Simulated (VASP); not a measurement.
B2P, 12 atoms in the cell. Symmetry: I4_1/amd, No. 141, tetragonal system. The conventional cell has a = 4.714 Å, b = 4.714 Å, c = 11.226 Å, α = 90.00°, β = 90.00°, γ = 90.00°. Within 2.3 Å of B (site symmetry 2) lie 2 B at 1.74 Å and 2 P at 2.07 Å. Within 2.7 Å of P (site symmetry 2/m) lie 4 B at 2.07 Å and 2 P at 2.36 Å. 

| Quantity | Value |
| --- | --- |
| Program | VASP 6.6.1 |
| Task | single point |
| Functional | PBE |
| Potentials or basis | VASP PAW PBE potentials, release 64 (B, P) |
| Cutoff | 520 eV |
| k mesh | 6 × 6 × 6 |
| Occupations | gaussian, width 0.1 eV |
| Spin | no spin polarisation |
| Dipole correction | no |
| Further INCAR settings | ALGO = Normal; EDIFF = 1e-07; NBANDS = 34 |

Potentials or basis: VASP PAW PBE potentials, release 64 (B, P).

Run with:

```sh
$ cat potpaw_PBE.64/B/POTCAR potpaw_PBE.64/P/POTCAR > POTCAR
$ mpirun -np 1 vasp_std > vasp.out
```

Hardware: 1 thread of Intel(R) Xeon(R) Platinum 8259CL CPU @ 2.50GHz (Skylake/Cascade Lake), with other jobs on the host.

Q: How long does it take, and how much memory?

A: It took 4.5 min on 1 thread of Intel(R) Xeon(R) Platinum 8259CL CPU @ 2.50GHz (Skylake/Cascade Lake), on a shared host, peak memory 0.37 GiB. Counts: scf iterations 15, k points 30.
